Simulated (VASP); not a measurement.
Runs of VASP 6.6.1 on TiAl. The structure is that of space group P-6m2 (No. 187), or close to it. The cells are those of the table. 

```csv
cell,gap on the mesh (eV),pressure (GPa)
"a = 2.753, b = 2.753, c = 4.804 Å, angles 90.0, 90.0, 120.0°, 2 atoms",none,2.7
"a = 2.819, b = 2.819, c = 4.989 Å, angles 90.0, 90.0, 120.0°, 2 atoms",none,(b)
"a = 2.990, b = 2.990, c = 4.989 Å, angles 90.0, 90.0, 120.0°, 2 atoms",none,-14.0
"a = 2.895, b = 2.895, c = 4.804 Å, angles 90.0, 90.0, 120.0°, 2 atoms",none,(a)
"a = 2.905, b = 2.905, c = 4.373 Å, angles 90.0, 90.0, 120.0°, 2 atoms",none,3.3
```

Alike in all rows: task single point; level PBEsol; potentials or basis VASP PAW PBE potentials, release 64 (Ti_sv, Al); no spin polarisation; k mesh 18 × 18 × 10; cutoff (eV) 520; smearing gaussian 0.15 eV.

**Question.** Fill in the values left out.

**Answer.** (a) -7.2; (b) -5.8.

Caveats: the PAW data sets were made with another functional, which shifts forces and pressure a little; the cell stands under tension (at least some runs); the cell stands under pressure (at least some runs).

A gap of «none» marks levels without a gap at the run's occupations.
